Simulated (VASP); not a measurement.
# Rh (Fm-3m) in VASP: further runs

Runs on Rh. Level: PBE. Tasks: single point.

All numbers are computed with VASP 6.6.1; they aren't measurements. Logs are shortened: lines on timing, memory, paths and dates and some standing lists are left out, and cuts for length are marked.

### 1 The cell of the first run

Symmetry: Fm-3m, No. 225, cubic system. Conventional cell: a = 3.881 Å, b = 3.881 Å, c = 3.881 Å, α = 90.00°, β = 90.00°, γ = 90.00°. Within 3.6 Å of Rh (site symmetry m-3m) lie 12 Rh at 2.74 Å.

### 2 Single point, PBE, collinear spin, ferromagnetic start (volume scaled by 1.04)

Contents of INCAR:

```
SYSTEM = Rh
PREC     = Accurate       ! precision mode
ENCUT    = 520            ! plane-wave cutoff, eV
EDIFF    = 1E-6           ! SCF threshold, eV
ISMEAR   = -1             ! smearing method
SIGMA    = 0.05           ! smearing width, eV
LREAL    = .FALSE.        ! projectors in reciprocal space
LASPH    = .TRUE.         ! aspherical terms in the spheres
NELM     = 150            ! most SCF steps
ALGO     = Normal         ! electronic algorithm
ISIF     = 2              ! what is computed and relaxed
LWAVE    = .FALSE.        ! write WAVECAR
LCHARG   = .FALSE.        ! write CHGCAR
ISPIN    = 2              ! spin polarisation
MAGMOM   = 1              ! initial moments
LORBIT   = 11             ! projections on sites
LMAXMIX  = 4              ! l up to which the mixer works
GGA      = PE             ! functional
NBANDS   = 18             ! bands
```

Contents of KPOINTS:

```
Automatic mesh
0
G
  23 23 23
  0 0 0
```

Contents of POSCAR:

```
Rh
1.0
    0.0000000000      1.9404250383      1.9404250383
    1.9404250383      0.0000000000      1.9404250383
    1.9404250383      1.9404250383      0.0000000000
Rh
1
Direct
    0.0000000000      0.0000000000      0.0000000000
```

Potentials or basis: VASP PAW PBE potentials, release 64 (Rh_pv).

On the command line:

```sh
$ cat potpaw_PBE.64/Rh_pv/POTCAR > POTCAR
$ mpirun -np 1 vasp_std > vasp.out
```

OUTCAR:

```text
SYSTEM = Rh
   PREC = Accurate
   ENCUT = 520
   EDIFF = 1E-6
   ISMEAR = -1
   LREAL = .FALSE.
   LASPH = .TRUE.
   NELM = 150
   ISIF = 2
   ISPIN = 2
   LORBIT = 11
   GGA = PE

 ion  position               nearest neighbor table
   1  0.000  0.000  0.000-

  LATTYP: Found a face centered cubic cell.
 ALAT       =     3.8808500766

  Lattice vectors:

 A1 = (   0.0000000000,   1.9404250383,   1.9404250383)
 A2 = (   1.9404250383,   0.0000000000,   1.9404250383)
 A3 = (   1.9404250383,   1.9404250383,   0.0000000000)

Analysis of symmetry for initial positions (statically):
=====================================================================
 Subroutine PRICEL returns:
 Original cell was already a primitive cell.

 Routine SETGRP: Setting up the symmetry group for a
 face centered cubic supercell.

 Subroutine GETGRP returns: Found 48 space group operations
 (whereof 48 operations were pure point group operations)
 out of a pool of 48 trial point group operations.

The static configuration has the point symmetry O_h .

Analysis of symmetry for dynamics (positions and initial velocities):
=====================================================================
 Subroutine PRICEL returns:
 Original cell was already a primitive cell.

 Routine SETGRP: Setting up the symmetry group for a
 face centered cubic supercell.

 Subroutine GETGRP returns: Found 48 space group operations
 (whereof 48 operations were pure point group operations)
 out of a pool of 48 trial point group operations.

The dynamic configuration has the point symmetry O_h .

Analysis of structural, dynamic, and magnetic symmetry:
=====================================================================
 Subroutine PRICEL returns:
 Original cell was already a primitive cell.

 Routine SETGRP: Setting up the symmetry group for a
 face centered cubic supercell.

 Subroutine GETGRP returns: Found 48 space group operations
 (whereof 48 operations were pure point group operations)
 out of a pool of 48 trial point group operations.

The overall configuration has the point symmetry O_h .

 Subroutine INISYM returns: Found 48 space group operations
 (whereof 48 operations are pure point group operations),
 and found     1 'primitive' translations

----------------------------------------------------------------------------------------

                                     Primitive cell

  volume of cell :      14.6124

  direct lattice vectors                    reciprocal lattice vectors
     0.000000000  1.940425038  1.940425038    -0.257675504  0.257675504  0.257675504
     1.940425038  0.000000000  1.940425038     0.257675504 -0.257675504  0.257675504
     1.940425038  1.940425038  0.000000000     0.257675504  0.257675504 -0.257675504

  length of vectors
     2.744175406  2.744175406  2.744175406     0.446307065  0.446307065  0.446307065

  position of ions in fractional coordinates (direct lattice)
     0.000000000  0.000000000  0.000000000

  ion indices of the primitive-cell ions
   primitive index   ion index
                 1           1

----------------------------------------------------------------------------------------

 KPOINTS: Automatic mesh

Automatic generation of k-mesh.
 Grid dimensions read from file:
 generate k-points for:   23   23   23

 Generating k-lattice:

  Cartesian coordinates                     Fractional coordinates (reciprocal lattice)
    -0.011203283  0.011203283  0.011203283     0.043478261  0.000000000  0.000000000
     0.011203283 -0.011203283  0.011203283     0.000000000  0.043478261  0.000000000
     0.011203283  0.011203283 -0.011203283     0.000000000  0.000000000  0.043478261

  Length of vectors
     0.019404655  0.019404655  0.019404655

  Shift w.r.t. Gamma in fractional coordinates (k-lattice)
     0.000000000  0.000000000  0.000000000

 Subroutine IBZKPT returns following result:
 ===========================================

 Found    364 irreducible k-points:

 Following reciprocal coordinates:
            Coordinates               Weight
  0.000000  0.000000  0.000000      1.000000
  0.043478  0.000000  0.000000      8.000000
  0.086957  0.000000  0.000000      8.000000
  0.130435  0.000000  0.000000      8.000000
  0.173913  0.000000  0.000000      8.000000
  0.217391  0.000000  0.000000      8.000000
[... 16 lines left out ...]
  0.478261  0.043478  0.000000     24.000000
 -0.478261  0.043478  0.000000     24.000000
 [... further k-points ...]
   k-points           NKPTS =    364   k-points in BZ     NKDIM =    364   number of bands    NBANDS=     18
   number of dos      NEDOS =    301   number of ions     NIONS =      1
   total plane-waves  NPLWV =   8000
   dimension x,y,z NGX =    20 NGY =   20 NGZ =   20
   dimension x,y,z NGXF=    40 NGYF=   40 NGZF=   40
   ions per type =               1
   NGX,Y,Z   is equivalent  to a cutoff of  12.12, 12.12, 12.12 a.u.
   NGXF,Y,Z  is equivalent  to a cutoff of  24.23, 24.23, 24.23 a.u.
 SYSTEM =  Rh
   PREC   = accura    normal or accurate (medium, high low for compatibility)
   ISTART =      0    job   : 0-new  1-cont  2-samecut
   ICHARG =      2    charge: 1-file 2-atom 10-const
   ISPIN  =      2    spin polarized calculation?
   LNONCOLLINEAR =      F non collinear calculations
   LSORBIT =      F    spin-orbit coupling
   LASPH  =      T    aspherical Exc in radial PAW
   ENCUT  =  520.0 eV  38.22 Ry    6.18 a.u.   5.10  5.10  5.10*2*pi/ulx,y,z
   NELM   =    150;   NELMIN=  2; NELMDL= -5     # of ELM steps
   EDIFF  = 0.1E-05   stopping-criterion for ELM
   LREAL  =      F    real-space projection
   EDIFFG = 0.1E-04   stopping-criterion for IOM
   NSW    =      0    number of steps for IOM
   IBRION =     -1    ionic relax: 0-MD 1-quasi-New 2-CG
   NFREE  =      0    steps in history (QN), initial steepest desc. (CG)
   ISIF   =      2    stress and relaxation
   ISYM   =      2    0-nonsym 1-usesym 2-fastsym
   POTIM  = 0.5000    time-step for ionic-motion
   TEBEG  =    0.0;   TEEND  =   0.0 temperature during run
   PSTRESS=    0.0 pullay stress
   NELECT =      15.0000    total number of electrons
   NUPDOWN=      -1.0000    fix difference up-down
   EMIN   =  10.00;   EMAX   =-10.00  energy-range for DOS
   EFERMI =   0.00;   METHOD = LEGACY
   ISMEAR =    -1;   SIGMA  =   0.05  broadening in eV -4-tet -1-fermi 0-gaus
   EFERMI_NEDOS =   21; number of points for ismear=-14 and -15
   IALGO  =     38    algorithm
   IMIX   =      4    mixing-type and parameters
     AMIX     =   0.40;   BMIX     =  1.00
     AMIX_MAG =   1.60;   BMIX_MAG =  1.00
  volume/ion in A,a.u.               =      14.61        98.61
  Fermi-wavevector in a.u.,A,eV,Ry     =   1.651449  3.120785 37.106929  2.727282
  Thomas-Fermi vector in A             =   2.740226
   LORBIT       =     11    0 simple, 1 ext, 2 COOP (PROOUT), +10 PAW based schemes
   GGA     = PE    functional components
   LHFCALC =     F    Hartree Fock is set to
   AEXX    =    0.0000 exact exchange contribution
   IVDW    =     0    specifies the selected vdW correction
   LEPSILON=     F    determine dielectric tensor
   LRPA    =     F    only Hartree local field effects (RPA)
 spin polarized calculation
  energy-cutoff  :      520.00
  volume of cell :       14.61
 maximum number of plane-waves:       411
   NGX = 11   NGY = 11   NGZ = 11

 number of electron      14.9999992 magnetization      -0.0007451

 number of electron      14.9999992 magnetization       0.0003206

 Free energy of the ion-electron system (eV)
  ---------------------------------------------------
  ext. energy  EPLUGINS =         0.00000000
  ---------------------------------------------------
  free energy    TOTEN  =        -7.24762870 eV

  energy without entropy =       -7.23584430  energy(sigma->0) =       -7.24173650

 E-fermi :  10.8152     XC(G=0): -13.6417

 val. band max:       10.8151665755   @ k =  -0.4783   0.3913   0.0000
 cond. band min:      10.8348519043   @ k =   0.3478   0.3478   0.0000
 fundamental gap:      0.0196853288
 Fermi energy:        10.8152268910

 spin component 1

 k-point     1 :       0.0000    0.0000    0.0000
  band No.  band energies     occupation
      1     -35.4544      1.00000
      2     -35.4544      1.00000
      3     -35.4544      1.00000
      4       3.3046      1.00000
      5       8.0204      1.00000
      6       8.0204      1.00000
[... 10 lines left out ...]
     17      41.9476      0.00000
     18      41.9476      0.00000

 k-point     2 :       0.0435    0.0000    0.0000
  band No.  band energies     occupation
      1     -35.4657      1.00000
      2     -35.4560      1.00000
      3     -35.4560      1.00000
      4       3.3769      1.00000
      5       7.9895      1.00000
      6       8.0482      1.00000
[... 10 lines left out ...]
     17      41.7334      0.00000
     18      41.7334      0.00000

 k-point     3 :       0.0870    0.0000    0.0000
  band No.  band energies     occupation
      1     -35.4987      1.00000
      2     -35.4605      1.00000
      3     -35.4605      1.00000
      4       3.5888      1.00000
      5       7.9056      1.00000
      6       8.1252      1.00000
[... 10 lines left out ...]
     17      41.0961      0.00000
     18      41.0961      0.00000

 k-point     4 :       0.1304    0.0000    0.0000
  band No.  band energies     occupation
      1     -35.5507      1.00000
      2     -35.4677      1.00000
      3     -35.4677      1.00000
      4       3.9229      1.00000
      5       7.7965      1.00000
      6       8.2307      1.00000
[... 375 lines left out ...]
      4       5.2939      1.00000
      5       7.9632      1.00000
      6       8.0726      1.00000
[... 10 lines left out ...]
     17      40.6242      0.00000
     18      46.9607      0.00000

 k-point    23 :       0.4783    0.0435    0.0000
  band No.  band energies     occupation
      1     -36.0348      1.00000
      2     -35.5423      1.00000
      3     -35.5400      1.00000
      4       5.2565      1.00000
      5       7.9177      1.00000
      6       8.0190      1.00000
[... 10 lines left out ...]
     17      41.7171      0.00000
     18      47.6131      0.00000

 k-point    24 :      -0.4783    0.0435    0.0000
  band No.  band energies     occupation
      1     -36.0418      1.00000
      2     -35.5453      1.00000
      3     -35.5390      1.00000
      4       5.2465      1.00000
      5       7.9111      1.00000
      6       7.9999      1.00000
[... 10 lines left out ...]
     17      42.0820      0.00000
     18      48.1963      0.00000

 [... further k-points ...]

 spin component 2

 k-point     1 :       0.0000    0.0000    0.0000
  band No.  band energies     occupation
      1     -35.4541      1.00000
      2     -35.4541      1.00000
      3     -35.4541      1.00000
      4       3.3046      1.00000
      5       8.0206      1.00000
      6       8.0206      1.00000
[... 10 lines left out ...]
     17      41.9478      0.00000
     18      41.9478      0.00000

 k-point     2 :       0.0435    0.0000    0.0000
  band No.  band energies     occupation
      1     -35.4654      1.00000
      2     -35.4556      1.00000
      3     -35.4556      1.00000
      4       3.3769      1.00000
      5       7.9897      1.00000
      6       8.0484      1.00000
[... 10 lines left out ...]
     17      41.7336      0.00000
     18      41.7336      0.00000

 k-point     3 :       0.0870    0.0000    0.0000
  band No.  band energies     occupation
      1     -35.4983      1.00000
      2     -35.4601      1.00000
      3     -35.4601      1.00000
      4       3.5888      1.00000
      5       7.9058      1.00000
      6       8.1255      1.00000
[... 10 lines left out ...]
     17      41.0963      0.00000
     18      41.0963      0.00000

 k-point     4 :       0.1304    0.0000    0.0000
  band No.  band energies     occupation
      1     -35.5503      1.00000
      2     -35.4673      1.00000
      3     -35.4673      1.00000
      4       3.9229      1.00000
      5       7.7967      1.00000
      6       8.2309      1.00000
[... 375 lines left out ...]
      4       5.2940      1.00000
      5       7.9634      1.00000
      6       8.0729      1.00000
[... 10 lines left out ...]
     17      40.6242      0.00000
     18      46.9607      0.00000

 k-point    23 :       0.4783    0.0435    0.0000
  band No.  band energies     occupation
      1     -36.0345      1.00000
      2     -35.5419      1.00000
      3     -35.5396      1.00000
      4       5.2566      1.00000
      5       7.9180      1.00000
      6       8.0192      1.00000
[... 10 lines left out ...]
     17      41.7171      0.00000
     18      47.6131      0.00000

 k-point    24 :      -0.4783    0.0435    0.0000
  band No.  band energies     occupation
      1     -36.0415      1.00000
      2     -35.5450      1.00000
      3     -35.5386      1.00000
      4       5.2466      1.00000
      5       7.9113      1.00000
      6       8.0001      1.00000
[... 10 lines left out ...]
     17      42.0821      0.00000
     18      48.1928      0.00000

 [... further k-points ...]
[... 5 lines left out ...]
  --------------------------------------------------------------------------------------
  -------------------------------------------------------------------------------------
  Total       -0.8323871     -0.8323871     -0.8323871     -0.0000000     -0.0000000      0.0000000
  in kB      -91.2673216    -91.2673216    -91.2673216     -0.0000000     -0.0000000      0.0000000
  external PRESSURE =     -91.2673216 kB  Pullay stress =       0.0000000 kB

 VOLUME and BASIS-vectors are now :
 -----------------------------------------------------------------------------
  energy-cutoff  :      520.00
  volume of cell :       14.61
      direct lattice vectors                 reciprocal lattice vectors
     0.000000000  1.940425038  1.940425038    -0.257675504  0.257675504  0.257675504
     1.940425038  0.000000000  1.940425038     0.257675504 -0.257675504  0.257675504
     1.940425038  1.940425038  0.000000000     0.257675504  0.257675504 -0.257675504

 POSITION                                       TOTAL-FORCE (eV/Angst)
 -----------------------------------------------------------------------------------
      0.00000      0.00000      0.00000        -0.000000      0.000000     -0.000000
 -----------------------------------------------------------------------------------
    total drift:                                0.000000     -0.000000      0.000000

  FREE ENERGIE OF THE ION-ELECTRON SYSTEM (eV)
  ---------------------------------------------------
  free  energy   TOTEN  =        -7.2476286953 eV

  energy  without entropy=       -7.2358443004  energy(sigma->0) =       -7.24173650

 total charge

# of ion       s       p       d       tot
------------------------------------------
    1        0.387   6.263   7.034  13.684

 magnetization (x)

# of ion       s       p       d       tot
------------------------------------------
    1       -0.000  -0.000   0.000   0.000
```

It took 91 s on 1 thread of Intel Xeon Platinum 8488C (Sapphire Rapids), shared host; peak memory 0.24 GiB.

Results:

- Free energy: -7.2476 eV
- Pressure: -9.1 GPa
- Net moment: 0.00 μB per cell
- Valence electrons inside the program's atomic spheres: Rh 13.68

Caveat: the cell differs from its parent crystal (volume scaled by 1.04).

### 3 Single point, PBE, collinear spin, ferromagnetic start (volume scaled by 1.08)

Contents of INCAR:

```
  PREC = Accurate
  ENCUT = 520
  EDIFF = 1E-6
  ISMEAR = -1
  SIGMA = 0.05
  LREAL = False
  LASPH = True
  NELM = 150
  ALGO = Normal
  ISIF = 2
  LWAVE = False
  LCHARG = False
  ISPIN = 2
  MAGMOM = 1
  LORBIT = 11
  LMAXMIX = 4
  GGA = PE
  NBANDS = 18
```

Contents of KPOINTS:

```
Automatic mesh
0
Gamma
  23 23 23
```

Contents of POSCAR:

```
Rh
1.0
    0.0000000000      1.9649899883      1.9649899883
    1.9649899883      0.0000000000      1.9649899883
    1.9649899883      1.9649899883      0.0000000000
Rh
1
Direct
    0.0000000000      0.0000000000      0.0000000000
```

Potentials or basis: VASP PAW PBE potentials, release 64 (Rh_pv).

On the command line:

```sh
$ cat potpaw_PBE.64/Rh_pv/POTCAR > POTCAR
$ mpirun -np 1 vasp_std > vasp.out
```

Wall time 81 s (1 thread of Intel Xeon Platinum 8488C (Sapphire Rapids), shared host); peak memory 0.26 GiB.

The run converged. Its results:

* Free energy: -7.2032 eV
* Pressure: -16.2 GPa
* Net moment: 0.00 μB per cell
* Valence electrons inside the program's atomic spheres: Rh 13.63

Levels at points of the mesh, in eV from the Fermi level:
Spin up:
| k point | band 4 | band 5 | band 6 | band 7 | band 8 | band 9 | band 10 | band 11 |
| --- | --- | --- | --- | --- | --- | --- | --- | --- |
| (0.00, 0.00, 0.00) | -7.24 | -2.63 | -2.63 | -2.63 | -0.85 | -0.85 | 16.02 | 20.83 |
Spin down:
```tsv
k point	band 5	band 6	band 7	band 8	band 9	band 10
(0.00, 0.00, 0.00)	-2.63	-2.63	-2.63	-0.85	-0.85	16.02
```

Caveat: the cell differs from its parent crystal (volume scaled by 1.08).

### 4 Single point, PBE, collinear spin, ferromagnetic start

This run uses another cell than the first one, of 14.05 Å³/atom, 0.962 times its volume.

Contents of INCAR:

```
SYSTEM = Rh
ALGO = Normal
EDIFF = 1E-7
ENCUT = 520
GGA = PE
ISIF = 2
ISMEAR = -1
ISPIN = 2
LASPH = .True.
LCHARG = .False.
LMAXMIX = 4
LORBIT = 11
LREAL = .False.
LWAVE = .False.
MAGMOM = 1
NBANDS = 18
NELM = 150
PREC = Accurate
SIGMA = 0.1
```

Contents of KPOINTS:

```
k-points
0
Gamma
  7 7 7
  0 0 0
```

Contents of POSCAR:

```
Rh
1.0
    0.0000000000      1.9152218604      1.9152218604
    1.9152218604      0.0000000000      1.9152218604
    1.9152218604      1.9152218604      0.0000000000
Rh
1
Direct
    0.0000000000      0.0000000000      0.0000000000
```

On the command line:

```sh
$ cat potpaw_PBE.64/Rh_pv/POTCAR > POTCAR
$ mpirun -np 1 vasp_std > vasp.out
```

Run time: 24 s. Hardware: 1 thread of Intel Xeon 6975P-C, shared host; peak memory 0.13 GiB.

Results (log left out):

- Free energy: -7.3336 eV
- Pressure: -0.8 GPa
- Net moment: 0.00 μB per cell
- Valence electrons inside the program's atomic spheres: Rh 13.75

Levels at points of the mesh, in eV from the Fermi level:
Spin up:
```
           k point  band 4  band 5  band 6  band 7  band 8  band 9  band 10  band 11
(0.00, 0.00, 0.00)   -7.81   -2.99   -2.99   -2.99   -0.97   -0.97    15.99    20.57
```
Spin down:
| k point | band 5 | band 6 | band 7 | band 8 | band 9 | band 10 |
| --- | --- | --- | --- | --- | --- | --- |
| (0.00, 0.00, 0.00) | -2.99 | -2.99 | -2.99 | -0.97 | -0.97 | 15.99 |

Caveat: the k points lie up to 0.41 Å⁻¹ apart.

### 5 Summary

```csv
cell,k mesh,smearing,gap on the mesh (eV),pressure (GPa),moment (μB)
"a = 2.744 Å, angles 60.0°, 1 atom",23 × 23 × 23,fermi-dirac 0.05 eV,none,-9.1,0.00
"a = 2.779 Å, angles 60.0°, 1 atom",23 × 23 × 23,fermi-dirac 0.05 eV,none,-16.2,0.00
"a = 2.709 Å, angles 60.0°, 1 atom",7 × 7 × 7,fermi-dirac 0.1 eV,none,-0.8,0.00
```

Alike in all rows: task single point; level PBE; potentials or basis VASP PAW PBE potentials, release 64 (Rh_pv); spin collinear, ferromagnetic start; cutoff (eV) 520.

Caveats: some runs use coarse meshes.

Total energies depend on the potentials used, so only differences within one code and one set of settings carry meaning.
